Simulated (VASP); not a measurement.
Wanted: the native input for a VASP 6.6.1 run.

* Task: relaxation of cell and atoms
* Functional: LDA
* Potentials or basis: VASP PAW LDA potentials, release 64 (Hf_pv, N)
* Cutoff: 600 eV
* k mesh: 11 × 11 × 11
* Occupations: methfessel-paxton, width 0.1 eV
* Spin: no spin polarisation
* Dipole correction: no
* Further INCAR settings: ALGO = Normal; EDIFF = 1e-07; IBRION = 2; EDIFFG = -0.03; NSW = 80; ISIF = 3

The structure of HfN lies in POSCAR:

```
HfN
1.0
    0.0000000000      2.4548220000      2.4548220000
    2.4548220000      0.0000000000      2.4548220000
    2.4548220000      2.4548220000      0.0000000000
Hf N
1 1
Direct
    0.0000000000      0.0000000000      0.0000000000
    0.7500000000      0.7500000000      0.7500000000
```

One way to write it, as run:

INCAR

```
PREC = Accurate
ENCUT = 600
EDIFF = 1E-7
ISMEAR = 1
SIGMA = 0.1
LREAL = False
LASPH = True
NELM = 80
ALGO = Normal
ISIF = 3
LWAVE = False
LCHARG = False
GGA = CA
IBRION = 2
NSW = 80
EDIFFG = -0.03
```

KPOINTS

```
regular mesh
0
Gamma
  11 11 11
```

Potentials or basis: VASP PAW LDA potentials, release 64 (Hf_pv, N).

Run with:

```sh
$ cat potpaw_LDA.64/Hf_pv/POTCAR potpaw_LDA.64/N/POTCAR > POTCAR
$ mpirun -np 1 vasp_std > vasp.out
```

Results of the run:

* Relaxed volume: 14.08 Å³/atom
* Relaxed cell: a = 3.415 Å, b = 3.415 Å, c = 3.415 Å, α = 60.00°, β = 60.00°, γ = 60.00°
* Space group after relaxing (to 0.05 Å): F-43m (No. 216)
* Energy gained by relaxing: 23.8 meV/atom
* Ionic steps: 3
* Pressure after relaxing: -0.3 GPa

It took 54 s on 1 thread of Intel(R) Xeon(R) Platinum 8259CL CPU @ 2.50GHz (Skylake/Cascade Lake) (shared host), peak memory 0.17 GiB.
